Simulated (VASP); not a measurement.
# Hf (P6_3/mmc) in VASP: a series of runs, part 2 of 2

VASP 6.6.1. Earlier steps stand in the parts before.

## (3) Relaxation of volume and atoms at fixed shape, PBEsol

This run uses another cell than the first one, of 22.38 Å³/atom.

INCAR reads:

```
SYSTEM = Hf
ALGO = Normal
EDIFF = 1E-6
EDIFFG = -0.01
ENCUT = 600
GGA = PS
IBRION = 2
ISIF = 8
ISMEAR = -1
LASPH = .TRUE.
LCHARG = .FALSE.
LREAL = .FALSE.
LWAVE = .FALSE.
NELM = 100
NSW = 80
PREC = Accurate
SIGMA = 0.1
```

KPOINTS reads:

```
k-points
0
G
  16 16 9
  0 0 0
```

POSCAR reads:

```
Hf
1.0
    3.1967000000      0.0000000000      0.0000000000
   -1.5983500000      2.7684230000      0.0000000000
    0.0000000000      0.0000000000      5.0578000000
Hf
2
Direct
    0.3333333333      0.6666666667      0.2500000000
    0.6666666667      0.3333333333      0.7500000000
```

Potentials or basis: VASP PAW PBE potentials, release 64 (Hf_pv).

The run is started by

```console
> cat potpaw_PBE.64/Hf_pv/POTCAR > POTCAR
> mpirun -np 1 vasp_std > vasp.out
```

OUTCAR:

```text
SYSTEM = Hf
   EDIFF = 1E-6
   EDIFFG = -0.01
   ENCUT = 600
   GGA = PS
   IBRION = 2
   ISIF = 8
   ISMEAR = -1
   LASPH = .TRUE.
   LREAL = .FALSE.
   NELM = 100
   NSW = 80
   PREC = Accurate

 ion  position               nearest neighbor table
   1  0.333  0.667  0.250-   2 3.13   2 3.13   2 3.13   2 3.13   2 3.13   2 3.13
   2  0.667  0.333  0.750-   1 3.13   1 3.13   1 3.13   1 3.13   1 3.13   1 3.13

  LATTYP: Found a hexagonal cell.
 ALAT       =     3.1967000000
 C/A-ratio  =     1.5821941377

  Lattice vectors:

 A1 = (   3.1967000000,   0.0000000000,   0.0000000000)
 A2 = (  -1.5983500000,   2.7684230000,   0.0000000000)
 A3 = (   0.0000000000,   0.0000000000,   5.0578000000)

Analysis of symmetry for initial positions (statically):
=====================================================================
 Subroutine PRICEL returns:
[... 272 lines left out ...]
      8       1.1843      2.00000
      9       5.8286      0.00052
     10       6.1940      0.00001
     11       6.1940      0.00001
     12       6.4889      0.00000
     13       7.0563      0.00000
     14       7.0563      0.00000
[... 377 lines left out ...]
      1     -25.6407      2.00000
      2     -25.6205      2.00000
      3     -25.5552      2.00000
      4     -25.3335      2.00000
      5     -25.1859      2.00000
      6     -25.1792      2.00000
      7       1.1169      2.00000
      8       3.1129      2.00000
      9       3.2905      2.00000
     10       3.7378      1.99999
     11       5.4186      0.03112
     12       5.9915      0.00010
     13       6.3154      0.00000
     14       8.9179      0.00000

 [... further k-points ...]

------------------------ aborting loop because EDIFF is reached ----------------------------------------

  FORCE on cell =-STRESS in cart. coord.  units (eV):
  Direction    XX          YY          ZZ          XY          YZ          ZX
  --------------------------------------------------------------------------------------
  -------------------------------------------------------------------------------------
  Total       -0.0202791     -0.0202791      0.0091566      0.0000000      0.0000000      0.0000000
  in kB       -0.7538740     -0.7538738      0.3403936      0.0000000      0.0000000      0.0000000
  external PRESSURE =      -0.3891181 kB  Pullay stress =       0.0000000 kB
[... 17 lines left out ...]
  FREE ENERGIE OF THE ION-ELECTRON SYSTEM (eV)
  ---------------------------------------------------
  free  energy   TOTEN  =       -21.0333417391 eV

  energy  without entropy=      -20.9785075848  energy(sigma->0) =      -21.00592466

 reached required accuracy - stopping structural energy minimisation
```

CONTCAR:

```text
Hf
   1.00000000000000
     3.1566297335446603    0.0000000000000000    0.0000000000000000
    -1.5783148667723301    2.7337211364309786    0.0000000000000000
     0.0000000000000000    0.0000000000000000    4.9944010593181041
  Hf
     2
Direct
     0.3333333332999970    0.6666666667000030    0.2500000000000000
     0.6666666667000030    0.3333333332999970    0.7500000000000000

  0.00000000E+00  0.00000000E+00  0.00000000E+00
  0.00000000E+00  0.00000000E+00  0.00000000E+00
```

It took 5.9 min on 1 thread of Intel Xeon 8259CL, shared host; peak memory 0.26 GiB.

What came out:

```yaml
Free_energy: -21.0333 eV
Relaxed_volume: 21.55 Å³/atom
Relaxed_cell: a = 3.157 Å, b = 3.157 Å, c = 4.994 Å, α = 90.00°, β = 90.00°, γ = 120.00°
Space_group_after_relaxing_to_0.1_Å: P6_3/mmc (No. 194)
Energy_gained_by_relaxing: 11.0 meV/atom
Ionic_steps: 3
Pressure_after_relaxing: 0.0 GPa
Band_gap_on_the_k_mesh: zero (bands 10 and 11 overlap by 1.48 eV)
```

The path:
| step | energy change (eV) | largest force (eV/Å) | pressure (GPa) | volume (Å³) |
| --- | --- | --- | --- | --- |
| 1 | 0.0000 | 0.0000 | -4.07 | 44.76 |
| 2 | 0.0104 | 0.0000 | 5.62 | 41.17 |
| 3 | -0.0220 | 0.0000 | -0.04 | 43.10 |

Final structure:
```
Hf
1.0
     3.15663    0.00000    0.00000
    -1.57831    2.73372    0.00000
     0.00000    0.00000    4.99440
Hf
2
Direct
  0.33333 0.66667 0.25000
  0.66667 0.33333 0.75000
```

Caveat: the PAW data sets were made with another functional, which shifts forces and pressure a little; spin-orbit coupling is left out, which moves the levels of the heavy elements.
